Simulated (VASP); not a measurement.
Here is a VASP 6.6.1 calculation.

Contents of POSCAR:

```
Cs2RbCl3
1.0
    5.5129734084     -0.0000000030      0.0000000000
   -2.7564867016      4.7743750235      0.0000000000
    0.0000000000      0.0000000000      7.8366526765
Cs Rb Cl
2 1 3
Direct
    0.6666666667      0.3333333333      0.2868551188
    0.6666666667      0.3333333333      0.7131448812
    0.0000000000      0.0000000000      0.0000000000
    0.0000000000      0.0000000000      0.5000000000
    0.3333333333      0.6666666667      0.0000000000
    0.3333333333      0.6666666667      0.5000000000
```

The input INCAR.step1:

```
SYSTEM = Cs2RbCl3
ALGO = Normal
EDIFF = 1E-4
ENCUT = 520
GGA = PE
ISMEAR = -1
LASPH = .TRUE.
LCHARG = .FALSE.
LREAL = .FALSE.
LWAVE = .TRUE.
NBANDS = 33
NELM = 100
PREC = Accurate
SIGMA = 0.03
```

The input INCAR.step2:

```
SYSTEM = Cs2RbCl3
ALGO = Normal
BPARAM = 11.95
CPARAM = 0.0093
EDIFF = 1E-7
ENCUT = 520
ISIF = 2
ISMEAR = -1
ISTART = 1
IVDW_NL = 2
LASPH = .TRUE.
LCHARG = .TRUE.
LELF = .TRUE.
LMIXTAU = .TRUE.
LREAL = .FALSE.
LUSE_VDW = .TRUE.
LVHAR = .TRUE.
LWAVE = .FALSE.
METAGGA = R2SCAN
NBANDS = 33
NELM = 100
PREC = Accurate
SIGMA = 0.03
```

KPOINTS

```
k-points
0
G
  6 6 4
  0 0 0
```

Potentials or basis: VASP PAW PBE potentials, release 64 (Cs_sv, Rb_sv, Cl).

Run with:

```sh
$ cat potpaw_PBE.64/Cs_sv/POTCAR potpaw_PBE.64/Rb_sv/POTCAR potpaw_PBE.64/Cl/POTCAR > POTCAR
$ cp INCAR.step1 INCAR
$ mpirun -np 1 vasp_std > vasp.out
$ cp INCAR.step2 INCAR
$ mpirun -np 1 vasp_std > vasp.out
```

**Question.** Predict the largest force.

**Answer.** 0.026 eV/Å.

**Question.** What does it give for the pressure?

**Answer.** 0.1 GPa.

**Question.** What does it give for the band gap on the k mesh?

**Answer.** 2.15 eV (least direct gap 2.77 eV).

Forces on the atoms (eV/Å):
```
Cs   0.000  0.000 -0.026
Cs   0.000  0.000  0.026
Rb   0.000  0.000  0.000
Cl   0.000  0.000  0.000
Cl   0.000  0.000  0.000
Cl   0.000  0.000  0.000
```

Caveat: the PAW data sets were made with another functional, which shifts forces and pressure a little; spin-orbit coupling is left out, which moves the levels of the heavy elements. A k mesh can miss the band edges.
